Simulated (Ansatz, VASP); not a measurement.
# Two plane-wave programs on HfC

```
Hf C
1.0
     3.08336    0.00000    0.00000
    -1.54168    2.67027    0.00000
     0.00000    0.00000    2.82396
Hf C
1 1
Direct
  0.00000 0.00000 0.00000
  0.33333 0.66667 0.50000
```

Change from the starting cell: volume scaled by 0.88, PAW files.

Alike in both runs: task single point; functional PBE; k mesh 14 × 14 × 13; occupations fermi-dirac, width 0.08 eV; no spin polarisation.

```csv
,VASP,Ansatz
version,VASP 6.6.1,Ansatz 0.2.0
potentials or method,"VASP PAW PBE potentials, release 64 (Hf_pv, C)","PAW with Ansatz's default frozen-core files, scalar-relativistic"
plane-wave cutoff (eV),520,420
valence electrons in the cell,14,30
```

|  | VASP | Ansatz | Ansatz less VASP |
| --- | --- | --- | --- |
| pressure (GPa) | 31.5 | 32.2 | +0.72 |
| traceless stress, the component that is largest in VASP (GPa) | -0.55 | 0.02 | +0.565 |

Both programs put the cell under a high pressure, so it lies far from rest at this level. VASP's potentials hold 14 valence electrons a cell and Ansatz's 30, so a difference there can come from the potentials and not from the codes.

Neither program's run includes spin-orbit coupling.
